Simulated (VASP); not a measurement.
Here is a VASP 6.6.1 calculation.

INCAR

```
SYSTEM = Be
PREC = Accurate
ENCUT = 520
EDIFF = 1E-6
ISMEAR = -1
SIGMA = 0.05
LREAL = .False.
LASPH = .True.
NELM = 60
ALGO = Normal
ISIF = 2
LWAVE = .False.
LCHARG = .False.
GGA = PE
NBANDS = 7
```

Contents of KPOINTS:

```
regular mesh
0
Gamma
  24 24 24
  0 0 0
```

The input POSCAR:

```
Be
1.0
   -1.1219291525      1.1219291525      1.1219291525
    1.1219291525     -1.1219291525      1.1219291525
    1.1219291525      1.1219291525     -1.1219291525
Be
1
Direct
    0.0000000000      0.0000000000      0.0000000000
```

Potentials or basis: VASP PAW PBE potentials, release 64 (Be).

Command:

```bash
$ cat potpaw_PBE.64/Be/POTCAR > POTCAR
$ mpirun -np 1 vasp_std > vasp.out
```

(1) What does it give for the band gap on the k mesh?

(2) Predict the pressure.

Results:

(1) zero (band 1 reaches 16.29 eV, above the bottom of band 2 at 9.31 eV).

(2) 69.4 GPa.
